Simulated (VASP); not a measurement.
Set up this calculation in VASP 6.6.1, as the native input.

```yaml
Task: single point
Functional: PBEsol
Potentials_or_basis: VASP PAW PBE potentials, release 64 (Zr_sv, S)
Cutoff: 520 eV
k_mesh: 20 × 20 × 20
Occupations: gaussian, width 0.15 eV
Spin: no spin polarisation
Dipole_correction: no
Further_INCAR_settings: ALGO = Normal; EDIFF = 1e-07; NBANDS = 16
```

The structure of ZrS lies in POSCAR:

```
ZrS
1.0
    0.0000000000      2.5055830895      2.5055830895
    2.5055830895      0.0000000000      2.5055830895
    2.5055830895      2.5055830895      0.0000000000
Zr S
1 1
Direct
    0.0000000000      0.0000000000      0.0000000000
    0.5000000000      0.5000000000      0.5000000000
```

This cell differs from its parent crystal: strain -0.030 along x and y, -0.030 along z.

These files were run (other wordings do the same):

INCAR

```
SYSTEM = ZrS
  PREC = Accurate
  ENCUT = 520
  EDIFF = 1E-7
  ISMEAR = 0
  SIGMA = 0.15
  LREAL = .FALSE.
  LASPH = .TRUE.
  NELM = 80
  ALGO = Normal
  ISIF = 2
  LWAVE = .FALSE.
  LCHARG = .FALSE.
  GGA = PS
  NBANDS = 16
```

KPOINTS

```
Automatic mesh
0
G
  20 20 20
  0 0 0
```

Potentials or basis: VASP PAW PBE potentials, release 64 (Zr_sv, S).

Command:

```console
$ cat potpaw_PBE.64/Zr_sv/POTCAR potpaw_PBE.64/S/POTCAR > POTCAR
$ mpirun -np 1 vasp_std > vasp.out
```

Results of the run:

- Pressure: 16.8 GPa
- Band gap on the k mesh: zero (bands 9 and 10 overlap by 3.52 eV)

Caveat: the cell differs from its parent crystal (strain -0.030 along x and y, -0.030 along z); the cell stands under pressure; the PAW data sets were made with another functional, which shifts forces and pressure a little.

Run time: 2.3 min on 1 thread of Intel(R) Xeon(R) Platinum 8259CL CPU @ 2.50GHz (Skylake/Cascade Lake), on a shared host, peak memory 0.25 GiB.
